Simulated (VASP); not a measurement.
A run of VASP 6.6.1 is set up as follows.

Contents of INCAR:

```
AGGAC    = 1.0          
AGGAX    = 1.0          
ALDAC    = 0.0          
ALDAX    = 1.0          
ALGO     = Normal         # electronic algorithm
EDIFF    = 1E-6           # SCF threshold, eV
ENCUT    = 520            # plane-wave cutoff, eV
GGA      = B5             # functional
ISIF     = 2              # what is computed and relaxed
ISMEAR   = -1             # smearing method
IVDW     = 12             # dispersion correction
LASPH    = True           # aspherical terms in the spheres
LCHARG   = False          # write CHGCAR
LREAL    = False          # projectors in reciprocal space
LWAVE    = False          # write WAVECAR
NBANDS   = 38             # bands
NELM     = 100            # most SCF steps
PREC     = Accurate       # precision mode
SIGMA    = 0.1            # smearing width, eV
VDW_A1   = 0.4298       
VDW_A2   = 4.2359       
VDW_S6   = 1.0          
VDW_S8   = 2.6996
```

Contents of KPOINTS:

```
k-points
0
Gamma
  10 10 3
```

File POSCAR:

```
Rh
1.0
    2.6941539338      0.0000000000      0.0000000000
   -1.3470769669      2.3332057484      0.0000000000
    0.0000000000      0.0000000000      8.8153885024
Rh
4
Direct
    0.0000000000      0.0000000000      0.0000000000
    0.0000000000      0.0000000000      0.5000000000
    0.3333333333      0.6666666667      0.2500000000
    0.6666666667      0.3333333333      0.7500000000
```

Potentials or basis: VASP PAW PBE potentials, release 64 (Rh_pv).

Command:

```sh
$ cat potpaw_PBE.64/Rh_pv/POTCAR > POTCAR
$ mpirun -np 1 vasp_std > vasp.out
```

**Question.** Predict the band gap on the k mesh.

**Answer.** Zero (band 30 reaches 13.12 eV, above the bottom of band 31 at 11.28 eV).

**Question.** Estimate the pressure.

**Answer.** 0.7 GPa.

**Question.** Predict the dispersion energy per atom.

**Answer.** -1.482 eV.

Caveat: the PAW data sets were made with another functional, which shifts forces and pressure a little; pairwise dispersion overbinds metals, which lowers pressure and volume.
